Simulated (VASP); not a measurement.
B, 2 atoms in the cell. The cell holds a sheet with vacuum, 2 atoms: a = 1.842 Å, b = 1.842 Å, c = 27.124 Å, α = 90.00°, β = 90.00°, γ = 90.00°. 

```yaml
Program: VASP 6.6.1
Task: single point
Functional: PBE
Potentials_or_basis: VASP PAW PBE potentials, release 64 (B)
Cutoff: 520 eV
k_mesh: 30 × 30 × 1
Occupations: gaussian, width 0.1 eV
Spin: no spin polarisation
Dipole_correction: yes
Further_INCAR_settings: ALGO = Normal; EDIFF = 1e-06; NBANDS = 10
```

Potentials or basis: VASP PAW PBE potentials, release 64 (B).

Launch:

```console
$ cat potpaw_PBE.64/B/POTCAR > POTCAR
$ mpirun -np 1 vasp_std > vasp.out
```

Hardware: 1 thread of Intel(R) Xeon(R) Platinum 8488C (Sapphire Rapids), on a shared host.

How long does it take, and how much memory?

Run time: 85 s on 1 thread of Intel(R) Xeon(R) Platinum 8488C (Sapphire Rapids), on a shared host, peak memory 0.25 GiB. Counts: scf iterations 19, k points 136.
